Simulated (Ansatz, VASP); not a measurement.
**SnTe in VASP and in Ansatz**

```
CELL_PARAMETERS angstrom
0.00000 3.14400 3.14400
3.14400 0.00000 3.14400
3.14400 3.14400 0.00000
ATOMIC_POSITIONS crystal
Sn 0.00000 0.00000 0.00000
Te 0.50000 0.50000 0.50000
```

Alike in both runs: functional PBEsol; k mesh 10 × 10 × 10; occupations fermi-dirac, width 0.1 eV; no spin polarisation.

Ansatz relaxed the structure, and its values are those at the end. VASP's run is a single point on that final structure, the one shown.

```csv
,VASP,Ansatz
version,VASP 6.6.1,Ansatz 0.2.0
potentials or method,"VASP PAW PBE potentials, release 64 (Sn_d, Te)","PAW with Ansatz's default frozen-core files, scalar-relativistic"
plane-wave cutoff (eV),520,420
valence electrons in the cell,20,30
```

|  | VASP | Ansatz | Ansatz less VASP |
| --- | --- | --- | --- |
| pressure (GPa) | 0.0 | 0.0 | +0.02 |

VASP's potentials were made for PBE, not for PBEsol. VASP's potentials hold 20 valence electrons a cell and Ansatz's 30, so a difference there can come from the potentials and not from the codes.

Neither program's run includes spin-orbit coupling.
